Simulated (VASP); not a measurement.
# BC (I4_122) in VASP: further runs

The runs below take BC through single point, relaxation of cell and atoms, with PBE.

Everything below comes from runs of VASP 6.6.1. Logs are shortened: lines on timing, memory, paths and dates and some standing lists are left out, and cuts for length are marked.

### Step 1. The cell of the first run

It takes space group I4_122 (No. 98, tetragonal). The conventional cell has a = 5.764 Å, b = 5.764 Å, c = 3.401 Å, α = 90.00°, β = 90.00°, γ = 90.00°. Within 2.0 Å of B (site symmetry 2) lie 2 B at 1.47 to 1.93 Å and 2 C at 1.51 Å. C (site symmetry 2) has 2 B at 1.51 Å and 2 C at 1.51 Å within 2.0 Å.

The cell was generated, and may not be a known phase.

### Step 2. Single point, PBE

INCAR reads:

```
SYSTEM = BC
  PREC = Accurate
  ENCUT = 520
  EDIFF = 1E-6
  ISMEAR = 0
  SIGMA = 0.1
  LREAL = .FALSE.
  LASPH = .TRUE.
  NELM = 60
  ALGO = Normal
  ISIF = 2
  LWAVE = .FALSE.
  LCHARG = .FALSE.
  GGA = PE
  NBANDS = 24
```

KPOINTS reads:

```
regular mesh
0
G
  6 6 6
  0 0 0
```

POSCAR reads:

```
BC
1.0
   -2.8820692500      2.8820692500      1.7003008500
    2.8820692500     -2.8820692500      1.7003008500
    2.8820692500      2.8820692500     -1.7003008500
B C
4 4
Direct
    0.7841337900      0.7841337900      0.0000000000
    0.5341337900      0.0341337900      0.5000000000
    0.2158662100      0.2158662100      0.0000000000
    0.9658662100      0.4658662100      0.5000000000
    0.6415729900      0.6415729900      0.2831459900
    0.3584270100      0.3584270100      0.7168540100
    0.3915729900      0.6084270100      0.5000000000
    0.1084270100      0.8915729900      0.5000000000
```

Potentials or basis: VASP PAW PBE potentials, release 64 (B, C).

Launch:

```bash
> cat potpaw_PBE.64/B/POTCAR potpaw_PBE.64/C/POTCAR > POTCAR
> mpirun -np 1 vasp_std > vasp.out
```

OUTCAR:

```text
SYSTEM = BC
   PREC = Accurate
   ENCUT = 520
   EDIFF = 1E-6
   ISMEAR = 0
   LREAL = .FALSE.
   LASPH = .TRUE.
   NELM = 60
   ISIF = 2
   GGA = PE

 ion  position               nearest neighbor table
   1  0.784  0.784  0.000-   3 1.47   6 1.51   5 1.51   3 1.93
   2  0.534  0.034  0.500-   4 1.47   7 1.51   8 1.51   4 1.93
   3  0.216  0.216  0.000-   1 1.47   5 1.51   6 1.51   1 1.93
   4  0.966  0.466  0.500-   2 1.47   7 1.51   8 1.51   2 1.93
   5  0.642  0.642  0.283-   3 1.51   1 1.51   7 1.51   8 1.51
   6  0.358  0.358  0.717-   1 1.51   3 1.51   7 1.51   8 1.51
   7  0.392  0.608  0.500-   2 1.51   4 1.51   5 1.51   6 1.51
   8  0.108  0.892  0.500-   2 1.51   4 1.51   5 1.51   6 1.51

  LATTYP: Found a body centered tetragonal cell.
 ALAT       =     5.7641385000
 C/A-ratio  =     0.5899583606

  Lattice vectors:

 A1 = (  -2.8820692500,   2.8820692500,   1.7003008500)
 A2 = (   2.8820692500,  -2.8820692500,   1.7003008500)
 A3 = (   2.8820692500,   2.8820692500,  -1.7003008500)

Analysis of symmetry for initial positions (statically):
=====================================================================
 Subroutine PRICEL returns:
 Original cell was already a primitive cell.

 Routine SETGRP: Setting up the symmetry group for a
 body centered tetragonal supercell.

 Subroutine GETGRP returns: Found  8 space group operations
 (whereof  4 operations were pure point group operations)
 out of a pool of 16 trial point group operations.

The static configuration has the point symmetry D_2 .
 The point group associated with its full space group is D_4 .

Analysis of symmetry for dynamics (positions and initial velocities):
=====================================================================
 Subroutine PRICEL returns:
 Original cell was already a primitive cell.

 Routine SETGRP: Setting up the symmetry group for a
 body centered tetragonal supercell.

 Subroutine GETGRP returns: Found  8 space group operations
 (whereof  4 operations were pure point group operations)
 out of a pool of 16 trial point group operations.

The dynamic configuration has the point symmetry D_2 .
 The point group associated with its full space group is D_4 .

 Subroutine INISYM returns: Found  8 space group operations
 (whereof  4 operations are pure point group operations),
 and found     1 'primitive' translations

----------------------------------------------------------------------------------------

                                     Primitive cell

  volume of cell :      56.4930

  direct lattice vectors                    reciprocal lattice vectors
    -2.882069250  2.882069250  1.700300850     0.000000000  0.173486463  0.294065606
     2.882069250 -2.882069250  1.700300850     0.173486463  0.000000000  0.294065606
     2.882069250  2.882069250 -1.700300850     0.173486463  0.173486463  0.000000000

  length of vectors
     4.416295880  4.416295880  4.416295880     0.341426615  0.341426615  0.245346909

  position of ions in fractional coordinates (direct lattice)
     0.784133790  0.784133790  0.000000000
     0.534133790  0.034133790  0.500000000
     0.215866210  0.215866210  0.000000000
     0.965866210  0.465866210  0.500000000
     0.641572990  0.641572990  0.283145990
     0.358427010  0.358427010  0.716854010
     0.391572990  0.608427010  0.500000000
     0.108427010  0.891572990  0.500000000

  ion indices of the primitive-cell ions
   primitive index   ion index
                 1           1
                 2           2
                 3           3
                 4           4
                 5           5
                 6           6
                 7           7
                 8           8

----------------------------------------------------------------------------------------

 KPOINTS: regular mesh

Automatic generation of k-mesh.
 Grid dimensions read from file:
 generate k-points for:    6    6    6

 Generating k-lattice:

  Cartesian coordinates                     Fractional coordinates (reciprocal lattice)
     0.000000000  0.028914410  0.049010934     0.166666667 -0.000000000  0.000000000
     0.028914410  0.000000000  0.049010934    -0.000000000  0.166666667  0.000000000
     0.028914410  0.028914410  0.000000000     0.000000000  0.000000000  0.166666667

  Length of vectors
     0.056904436  0.056904436  0.040891151

  Shift w.r.t. Gamma in fractional coordinates (k-lattice)
     0.000000000  0.000000000  0.000000000

 Subroutine IBZKPT returns following result:
 ===========================================

 Found     30 irreducible k-points:

 Following reciprocal coordinates:
            Coordinates               Weight
  0.000000  0.000000  0.000000      1.000000
  0.166667  0.000000 -0.000000      8.000000
  0.333333  0.000000 -0.000000      8.000000
  0.500000  0.000000 -0.000000      4.000000
  0.166667  0.166667 -0.000000      8.000000
  0.333333  0.166667 -0.000000     16.000000
[... 16 lines left out ...]
 -0.333333 -0.333333  0.166667      8.000000
 -0.166667 -0.333333  0.166667      8.000000
 [... further k-points ...]
   k-points           NKPTS =     30   k-points in BZ     NKDIM =     30   number of bands    NBANDS=     24
   number of dos      NEDOS =    301   number of ions     NIONS =      8
   total plane-waves  NPLWV =  46656
   dimension x,y,z NGX =    36 NGY =   36 NGZ =   36
   dimension x,y,z NGXF=    72 NGYF=   72 NGZF=   72
   ions per type =               4   4
   NGX,Y,Z   is equivalent  to a cutoff of  13.55, 13.55, 13.55 a.u.
   NGXF,Y,Z  is equivalent  to a cutoff of  27.10, 27.10, 27.10 a.u.
 SYSTEM =  BC
   PREC   = accura    normal or accurate (medium, high low for compatibility)
   ISTART =      0    job   : 0-new  1-cont  2-samecut
   ICHARG =      2    charge: 1-file 2-atom 10-const
   ISPIN  =      1    spin polarized calculation?
   LNONCOLLINEAR =      F non collinear calculations
   LSORBIT =      F    spin-orbit coupling
   LASPH  =      T    aspherical Exc in radial PAW
   ENCUT  =  520.0 eV  38.22 Ry    6.18 a.u.   8.21  8.21  8.21*2*pi/ulx,y,z
   NELM   =     60;   NELMIN=  2; NELMDL= -5     # of ELM steps
   EDIFF  = 0.1E-05   stopping-criterion for ELM
   LREAL  =      F    real-space projection
   EDIFFG = 0.1E-04   stopping-criterion for IOM
   NSW    =      0    number of steps for IOM
   IBRION =     -1    ionic relax: 0-MD 1-quasi-New 2-CG
   NFREE  =      0    steps in history (QN), initial steepest desc. (CG)
   ISIF   =      2    stress and relaxation
   ISYM   =      2    0-nonsym 1-usesym 2-fastsym
   POTIM  = 0.5000    time-step for ionic-motion
   TEBEG  =    0.0;   TEEND  =   0.0 temperature during run
   PSTRESS=    0.0 pullay stress
   NELECT =      28.0000    total number of electrons
   NUPDOWN=      -1.0000    fix difference up-down
   EMIN   =  10.00;   EMAX   =-10.00  energy-range for DOS
   EFERMI =   0.00;   METHOD = LEGACY
   ISMEAR =     0;   SIGMA  =   0.10  broadening in eV -4-tet -1-fermi 0-gaus
   EFERMI_NEDOS =   21; number of points for ismear=-14 and -15
   IALGO  =     38    algorithm
   IMIX   =      4    mixing-type and parameters
     AMIX     =   0.40;   BMIX     =  1.00
     AMIX_MAG =   1.60;   BMIX_MAG =  1.00
  volume/ion in A,a.u.               =       7.06        47.65
  Fermi-wavevector in a.u.,A,eV,Ry     =   1.295575  2.448282 22.837586  1.678515
  Thomas-Fermi vector in A             =   2.427086
   LORBIT       =      0    0 simple, 1 ext, 2 COOP (PROOUT), +10 PAW based schemes
   GGA     = PE    functional components
   LHFCALC =     F    Hartree Fock is set to
   AEXX    =    0.0000 exact exchange contribution
   IVDW    =     0    specifies the selected vdW correction
   LEPSILON=     F    determine dielectric tensor
   LRPA    =     F    only Hartree local field effects (RPA)
 non-spin polarized calculation
 Gauss-broadening in eV      SIGMA  =   0.10
  energy-cutoff  :      520.00
  volume of cell :       56.49
 maximum number of plane-waves:      1538
 NGX is ok and might be reduce to    36
   NGX = 17   NGY = 17   NGZ = 17

 number of electron      28.0000000 magnetization

 Free energy of the ion-electron system (eV)
  ---------------------------------------------------
  ext. energy  EPLUGINS =         0.00000000
  ---------------------------------------------------
  free energy    TOTEN  =       -53.37629694 eV

  energy without entropy =      -53.36721370  energy(sigma->0) =      -53.37175532

 E-fermi :   6.7968     XC(G=0): -11.5373

 val. band max:        6.7286669109   @ k =  -0.3333  -0.3333   0.1667
 cond. band min:       6.8297365143   @ k =  -0.3333   0.3333   0.0000
 fundamental gap:      0.1010696034
 Fermi energy:         6.7967629174

 k-point     1 :       0.0000    0.0000    0.0000
  band No.  band energies     occupation
      1     -13.0739      2.00000
      2      -6.8948      2.00000
      3      -6.6540      2.00000
      4      -6.6540      2.00000
      5      -4.3091      2.00000
      6      -1.3661      2.00000
[... 16 lines left out ...]
     23      17.0253      0.00000
     24      17.0403      0.00000

 k-point     2 :       0.1667    0.0000   -0.0000
  band No.  band energies     occupation
      1     -12.7835      2.00000
      2      -7.7694      2.00000
      3      -6.9185      2.00000
      4      -5.7684      2.00000
      5      -4.0263      2.00000
      6      -2.4457      2.00000
[... 16 lines left out ...]
     23      16.3821      0.00000
     24      17.2240      0.00000
[... 565 lines left out ...]
     23      16.8610      0.00000
     24      17.7804      0.00000

 k-point    24 :      -0.1667   -0.3333    0.1667
  band No.  band energies     occupation
      1     -11.2127      2.00000
      2      -9.6871      2.00000
      3      -7.6769      2.00000
      4      -5.1667      2.00000
      5      -4.3725      2.00000
      6      -2.9651      2.00000
[... 16 lines left out ...]
     23      16.8968      0.00000
     24      17.3692      0.00000

 [... further k-points ...]

------------------------ aborting loop because EDIFF is reached ----------------------------------------

  FORCE on cell =-STRESS in cart. coord.  units (eV):
  Direction    XX          YY          ZZ          XY          YZ          ZX
  --------------------------------------------------------------------------------------
  -------------------------------------------------------------------------------------
  Total       17.3886119     17.3886119     25.1450257     -0.0000000      0.0000000      0.0000000
  in kB      493.1521264    493.1521264    713.1289708     -0.0000000      0.0000000      0.0000000
  external PRESSURE =     566.4777412 kB  Pullay stress =       0.0000000 kB

 VOLUME and BASIS-vectors are now :
 -----------------------------------------------------------------------------
  energy-cutoff  :      520.00
  volume of cell :       56.49
      direct lattice vectors                 reciprocal lattice vectors
    -2.882069250  2.882069250  1.700300850     0.000000000  0.173486463  0.294065606
     2.882069250 -2.882069250  1.700300850     0.173486463  0.000000000  0.294065606
     2.882069250  2.882069250 -1.700300850     0.173486463  0.173486463  0.000000000

 POSITION                                       TOTAL-FORCE (eV/Angst)
 -----------------------------------------------------------------------------------
      0.00000      0.00000      2.66653         0.000000     -0.000000     -3.190253
      0.00000      2.88207      0.11608        -0.000000     -0.000000     -3.190253
      0.00000      0.00000      0.73408         0.000000     -0.000000      3.190253
     -0.00000      2.88207      1.58423        -0.000000     -0.000000      3.190253
      0.81605      0.81605      1.70030         2.453510      2.453510     -0.000000
      2.06602      2.06602      0.00000        -2.453510     -2.453510      0.000000
      2.06602      0.81605      0.85015        -2.453510      2.453510      0.000000
      3.69812     -0.81605      0.85015         2.453510     -2.453510     -0.000000
 -----------------------------------------------------------------------------------
    total drift:                                0.000002     -0.000002      0.000000

  FREE ENERGIE OF THE ION-ELECTRON SYSTEM (eV)
  ---------------------------------------------------
  free  energy   TOTEN  =       -53.3762969415 eV

  energy  without entropy=      -53.3672136976  energy(sigma->0) =      -53.37175532
```

It took 24 s on 1 thread of Intel Xeon 6975P-C (Granite Rapids), shared host; peak memory 0.2 GiB.

What came out:

```yaml
Free_energy: -53.3763 eV
Pressure: 56.6 GPa
Largest_force: 3.470 eV/Å
Band_gap_on_the_k_mesh: zero (bands 14 and 15 overlap by 0.68 eV)
```

Forces in eV/Å, atoms in the order of the input:
```
B    0.000  0.000 -3.190
B    0.000  0.000 -3.190
B    0.000  0.000  3.190
B    0.000  0.000  3.190
C    2.454  2.454  0.000
C   -2.454 -2.454  0.000
C   -2.454  2.454  0.000
C    2.454 -2.454  0.000
```

Stress tensor (GPa, compression positive):
```
49.32  0.00  0.00
 0.00 49.32  0.00
 0.00  0.00 71.31
```

Caveat: the stress differs along the axes, from 49 to 71 GPa; forces of over 1 eV/Å act on the atoms, so gaps and moduli don't describe the material at rest.

### Step 3. Single point, PBE

This run uses another cell than the first one, of 8.56 Å³/atom.

INCAR reads:

```
ALGO = Normal
EDIFF = 1E-7
ENCUT = 520
GGA = PE
ISIF = 2
ISMEAR = 0
LASPH = True
LCHARG = False
LREAL = False
LWAVE = False
NBANDS = 24
NELM = 80
PREC = Accurate
SIGMA = 0.1
```

KPOINTS reads:

```
k-points
0
Gamma
  6 6 6
```

POSCAR reads:

```
BC
1.0
   -3.1569381282      3.1569381282      1.7180870441
    3.1569381282     -3.1569381282      1.7180870441
    3.1569381282      3.1569381282     -1.7180870441
B C
4 4
Direct
    0.7604262744      0.7604262744      0.0000000000
    0.5104262744      0.0104262744      0.5000000000
    0.2395737256      0.2395737256      0.0000000000
    0.9895737256      0.4895737256      0.5000000000
    0.6501165377      0.6501165377      0.3002330754
    0.3498834623      0.3498834623      0.6997669246
    0.4001165377      0.5998834623      0.5000000000
    0.0998834623      0.9001165377      0.5000000000
```

Potentials or basis: VASP PAW PBE potentials, release 64 (B, C).

Launch:

```bash
> cat potpaw_PBE.64/B/POTCAR potpaw_PBE.64/C/POTCAR > POTCAR
> mpirun -np 1 vasp_std > vasp.out
```

Wall time 28 s (1 thread of Intel Xeon 6975P-C (Granite Rapids), shared host); peak memory 0.2 GiB.

The run converged. Its results:

```
Free energy            : -56.0163 eV
Pressure               : 0.2 GPa
Band gap on the k mesh : zero (bands 14 and 15 overlap by 0.47 eV)
```

Stress tensor (GPa, compression positive):
```
0.29 0.00 0.00
0.00 0.29 0.00
0.00 0.00 0.03
```

Levels at points of the mesh, in eV from the Fermi level:
| k point | band 12 | band 13 | band 14 | band 15 | band 16 | band 17 |
| --- | --- | --- | --- | --- | --- | --- |
| (0.00, 0.00, 0.00) | -3.18 | -3.18 | -0.63 | 1.57 | 1.57 | 4.66 |
| (0.50, 0.00, 0.00) | -2.86 | -0.51 | 0.27 | 1.27 | 1.87 | 1.93 |
| (0.50, 0.50, 0.00) | -3.30 | -2.90 | -0.57 | -0.20 | 2.84 | 3.99 |
| (0.50, 0.50, 0.50) | -3.44 | -1.71 | -1.71 | -0.11 | 3.44 | 4.07 |

[end of part 1 of 2]

The gap in the log of VASP goes by the Fermi energy; the results here count the filled bands.